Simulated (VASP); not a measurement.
Crystal: Te2Mo.

```
Te Mo
1.0
     3.51820    0.00000    0.00000
    -1.75910    3.04685    0.00000
     0.00000    0.00000   13.97360
Te Mo
4 2
Cartesian
  1.7591 1.0156 5.2960
  0.0000 2.0312 12.2828
  1.7591 1.0156 1.6908
  0.0000 2.0312 8.6776
  1.7591 1.0156 10.4802
  0.0000 2.0312 3.4934
```

Base run:

- Program: VASP 6.6.1
- Functional: PBEsol
- Potentials or basis: VASP PAW PBE potentials, release 64 (Te, Mo_sv)
- Cutoff: 520 eV
- k mesh: 9 × 9 × 2
- Occupations: fermi-dirac, width 0.05 eV
- Spin: no spin polarisation
- Hubbard terms: Mo d U = 3.0 eV

Its results: band gap on the k mesh 0.74 eV (least direct gap 1.04 eV); pressure 0.0 GPa; largest force 0.093 eV/Å.

Question: The run is repeated on the same cell with these changes: hubbard terms from Mo d U = 3.0 eV to Mo d U = 1.0 eV; further incar settings from ALGO = Normal; EDIFF = 1e-06; NBANDS = 35 to ALGO = Normal; EDIFF = 1e-07; NBANDS = 35. What comes out?

Answer: Band gap on the k mesh 0.75 eV (least direct gap 1.04 eV); pressure -0.7 GPa; largest force 0.012 eV/Å.

Caveats: the PAW data sets were made with another functional, which shifts forces and pressure a little; spin-orbit coupling is left out, which moves the levels of the heavy elements; an odd mesh through Γ misses points on the zone boundary, where band edges can lie; this functional lacks dispersion, which binds the layers, so the pressure and a relaxed spacing across them are unreliable; the U is typed as a test and isn't derived for this compound.
